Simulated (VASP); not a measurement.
Set up this calculation in VASP 6.6.1, as the native input.

| Item | Value |
| --- | --- |
| Task | single point |
| Functional | RPBE |
| Potentials or basis | VASP PAW PBE potentials, release 64 (Zn) |
| Cutoff | 520 eV |
| k mesh | 10 × 10 × 10 |
| Occupations | fermi-dirac, width 0.1 eV |
| Spin | no spin polarisation |
| Dipole correction | no |
| Further INCAR settings | ALGO = Normal; EDIFF = 1e-06; NBANDS = 19 |

The structure of Zn lies in POSCAR:

```
Zn
1.0
    0.0000000000      2.9863602757      2.9863602757
    2.9863602757      0.0000000000      2.9863602757
    2.9863602757      2.9863602757      0.0000000000
Zn
2
Direct
    0.1250000000      0.1250000000      0.1250000000
    0.8750000000      0.8750000000      0.8750000000
```

This isn't the form of Zn at room conditions, which is hcp.

These files were run (other wordings do the same):

INCAR

```
ALGO = Normal
EDIFF = 1E-6
ENCUT = 520
GGA = RP
ISIF = 2
ISMEAR = -1
LASPH = True
LCHARG = False
LREAL = False
LWAVE = False
NBANDS = 19
NELM = 100
PREC = Accurate
SIGMA = 0.1
```

KPOINTS

```
k-points
0
Gamma
  10 10 10
```

Potentials or basis: VASP PAW PBE potentials, release 64 (Zn).

Launch:

```console
$ cat potpaw_PBE.64/Zn/POTCAR > POTCAR
$ mpirun -np 1 vasp_std > vasp.out
```

Results of the run:

The pressure is 0.1 GPa. The band gap on the k mesh is zero (bands 12 and 13 overlap by 5.33 eV).

Caveat: the PAW data sets were made with another functional, which shifts forces and pressure a little.

Run time: 52 s on 1 thread of AMD EPYC 7R13, with other jobs on the host, peak memory 0.16 GiB.
